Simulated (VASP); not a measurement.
**SrTa2O5: single point with PBE**

The system is SrTa2O5.

```
Sr Ta O
1.0
     2.06757   -6.14534    0.00000
     2.06757    6.14534    0.00000
     0.00000    0.00000    3.97553
Sr Ta O
1 2 5
Direct
  0.50000 0.50000 0.00000
  0.16574 0.83426 0.50000
  0.83426 0.16574 0.50000
  0.15751 0.84249 0.00000
  0.84249 0.15751 0.00000
  0.00000 0.00000 0.50000
  0.34348 0.65652 0.50000
  0.65652 0.34348 0.50000
```

| Item | Value |
| --- | --- |
| Program | VASP 6.6.1 |
| Task | single point |
| Functional | PBE |
| Potentials or basis | VASP PAW PBE potentials, release 64 (Sr_sv, Ta_pv, O) |
| Cutoff | 520 eV |
| k mesh | 8 × 8 × 8 |
| Occupations | gaussian, width 0.1 eV |
| Spin | no spin polarisation |
| Dipole correction | no |
| Further INCAR settings | ALGO = Normal; EDIFF = 1e-06; NBANDS = 41 |

The pressure is 0.6 GPa and the largest force is 0.014 eV/Å. The band gap on the k mesh is zero (band 31 reaches 7.35 eV, above the bottom of band 32 at 4.73 eV).

Forces on the atoms (eV/Å):
```
Sr   0.000  0.000  0.000
Ta   0.000 -0.009  0.000
Ta   0.000  0.009  0.000
O    0.000 -0.008  0.000
O    0.000  0.008  0.000
O    0.000  0.000  0.000
O    0.000 -0.014  0.000
O    0.000  0.014  0.000
```

Stress tensor (GPa, compression positive):
```
0.54 0.00 0.00
0.00 0.60 0.00
0.00 0.00 0.80
```

Levels at points of the mesh, in eV from the Fermi level:
```
           k point  band 29  band 30  band 31  band 32  band 33  band 34
(0.00, 0.00, 0.00)    -3.96    -3.92    -2.71    -1.24    -0.08     0.30
(0.50, 0.00, 0.00)    -4.17    -4.07    -0.01     0.94     1.21     1.46
(0.50, 0.50, 0.00)    -4.23    -4.04    -1.37    -1.19    -1.04     0.16
(0.00, 0.00, 0.50)    -4.54    -3.78    -2.57     1.71     1.78     2.64
(0.50, 0.00, 0.50)    -3.76    -3.58     1.22     1.74     2.24     2.63
(0.50, 0.50, 0.50)    -4.98    -3.44    -1.15     1.70     1.83     2.06
```

Wall time 6.9 min on 1 thread of Intel(R) Xeon(R) Platinum 8488C (Sapphire Rapids), with other jobs on the host, peak memory 0.51 GiB.

Caveat: spin-orbit coupling is left out, which moves the levels of the heavy elements.
